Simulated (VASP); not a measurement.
BP, 2 atoms in the cell. It takes space group F-43m (No. 216, cubic). The conventional cell has a = 4.538 Å, b = 4.538 Å, c = 4.538 Å, α = 90.00°, β = 90.00°, γ = 90.00°. P (site symmetry -43m) has 4 B at 1.97 Å within 2.6 Å. B (site symmetry -43m) has 4 P at 1.97 Å within 2.6 Å. 

| Item | Value |
| --- | --- |
| Program | VASP 6.6.1 |
| Task | single point |
| Functional | PBEsol |
| Potentials or basis | VASP PAW PBE potentials, release 64 (P, B) |
| Cutoff | 520 eV |
| k mesh | 10 × 10 × 10 |
| Occupations | fermi-dirac, width 0.05 eV |
| Spin | no spin polarisation |
| Dipole correction | no |
| Further INCAR settings | ALGO = Normal; EDIFF = 1e-07; NBANDS = 11 |

Potentials or basis: VASP PAW PBE potentials, release 64 (P, B).

The run is started by

```bash
$ cat potpaw_PBE.64/P/POTCAR potpaw_PBE.64/B/POTCAR > POTCAR
$ mpirun -np 1 vasp_std > vasp.out
```

Hardware: 1 thread of AMD EPYC 9R45 (Zen 5), with other jobs on the host.

Problem. How long does it take, and how much memory?

Solution. It took 4.6 s on 1 thread of AMD EPYC 9R45 (Zen 5), with other jobs on the host, peak memory 0.1 GiB. Counts: scf iterations 13, k points 47.
